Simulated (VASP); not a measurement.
Rb, 1 atom in the cell. It takes space group Fmmm (No. 69, orthorhombic). Conventional cell: a = 5.388 Å, b = 6.953 Å, c = 7.487 Å, α = 90.00°, β = 90.00°, γ = 90.00°. Rb (site symmetry mmm) has 14 Rb at 4.40 to 5.39 Å within 5.8 Å. 

| Item | Value |
| --- | --- |
| Program | VASP 6.6.1 |
| Task | single point |
| Functional | LDA |
| Potentials or basis | VASP PAW LDA potentials, release 64 (Rb_sv) |
| Cutoff | 520 eV |
| k mesh | 12 × 12 × 12 |
| Occupations | gaussian, width 0.15 eV |
| Spin | no spin polarisation |
| Dipole correction | no |
| Further INCAR settings | ALGO = Fast; EDIFF = 1e-06; NBANDS = 10 |

Potentials or basis: VASP PAW LDA potentials, release 64 (Rb_sv).

Run with:

```bash
$ cat potpaw_LDA.64/Rb_sv/POTCAR > POTCAR
$ mpirun -np 1 vasp_std > vasp.out
```

Hardware: 1 thread of Oxide Virtual Turin-like Processor (shared host).

Question: Estimate the wall time of this run.

Answer: Run time: 4 min on 1 thread of Oxide Virtual Turin-like Processor, on a shared host, peak memory 0.27 GiB. Counts: scf iterations 11, k points 280.
